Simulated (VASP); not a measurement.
## Cu: single point with r2SCAN

Cu:

```
Cu
1.0
     0.00000    1.78813    1.78813
     1.78813    0.00000    1.78813
     1.78813    1.78813    0.00000
Cu
1
Direct
  0.00000 0.00000 0.00000
```

* Program: VASP 6.6.1
* Task: single point
* Functional: r2SCAN
* Potentials or basis: VASP PAW PBE potentials, release 64 (Cu)
* Cutoff: 520 eV
* k mesh: 15 × 15 × 15
* Occupations: fermi-dirac, width 0.1 eV
* Spin: no spin polarisation

```json
{
 "Pressure": "0.5 GPa"
}
```

Levels at points of the mesh, in eV from the Fermi level:
| k point | band 4 | band 5 | band 6 | band 7 | band 8 | band 9 |
| --- | --- | --- | --- | --- | --- | --- |
| (0.00, 0.00, 0.00) | -3.33 | -2.47 | -2.47 | 23.57 | 26.86 | 26.86 |

It took 49 s on 1 thread of Intel(R) Xeon(R) Platinum 8488C (Sapphire Rapids) (shared host), peak memory 0.13 GiB.

Caveat: the PAW data sets were made with another functional, which shifts forces and pressure a little.
